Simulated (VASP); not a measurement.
The system is SnSe.

```
CELL_PARAMETERS angstrom
0.00000 3.01000 3.01000
3.01000 0.00000 3.01000
3.01000 3.01000 0.00000
ATOMIC_POSITIONS crystal
Sn 0.00000 0.00000 0.00000
Se 0.50000 0.50000 0.50000
```

```yaml
Program: VASP 6.6.1
Task: relaxation of cell and atoms
Functional: RPBE
Potentials_or_basis: VASP PAW PBE potentials, release 64 (Sn_d, Se)
Cutoff: 600 eV
k_mesh: 8 × 8 × 8
Occupations: fermi-dirac, width 0.05 eV
Spin: no spin polarisation
```

At the start: pressure 2.6 GPa; volume 27.27 Å³/atom.

Where does the relaxation end?

Over 3 steps the energy falls by 11.3 meV/atom and the volume is 28.74 Å³/atom (+5.4 %); space group Fm-3m (No. 225, to 0.05 Å).

The path:
```csv
step,energy change (eV),largest force (eV/Å),pressure (GPa),volume (Å³)
1,0.0000,0.0000,2.59,54.54
2,-0.0218,0.0000,-0.45,58.10
3,-0.0227,0.0000,0.01,57.48
```

Final structure:
```
Sn Se
1.0
     0.00000    3.06315    3.06315
     3.06315    0.00000    3.06315
     3.06315    3.06315    0.00000
Sn Se
1 1
Cartesian
  0.0000 0.0000 0.0000
  3.0632 3.0632 3.0632
```

Caveat: the PAW data sets were made with another functional, which shifts forces and pressure a little.
